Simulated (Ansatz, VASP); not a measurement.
## F in VASP and in Ansatz

```
F
1.0
     0.00000    1.96683    1.96683
     1.96683    0.00000    1.96683
     1.96683    1.96683    0.00000
F
2
Direct
  0.87500 0.87500 0.87500
  0.12500 0.12500 0.12500
```

Change from the starting cell: volume scaled by 0.6, PAW files.

Alike in both runs: task single point; functional LDA; k mesh 14 × 14 × 14; occupations fermi-dirac, width 0.1 eV; no spin polarisation.

|  | VASP | Ansatz |
| --- | --- | --- |
| version | VASP 6.6.1 | Ansatz 0.2.0 |
| potentials or method | VASP PAW LDA potentials, release 64 (F) | PAW with Ansatz's default frozen-core files, scalar-relativistic |
| plane-wave cutoff (eV) | 520 | 420 |
| valence electrons in the cell | 14 | 14 |

```csv
,VASP,Ansatz,Ansatz less VASP
pressure (GPa),106.1,106.8,+0.70
```

LDA's correlation is that of Perdew and Zunger in VASP and of Perdew and Wang (1992) in Ansatz. Both programs put the cell under a high pressure, so it lies far from rest at this level.

Noted on VASP's run: the cell as given lies far from equilibrium.
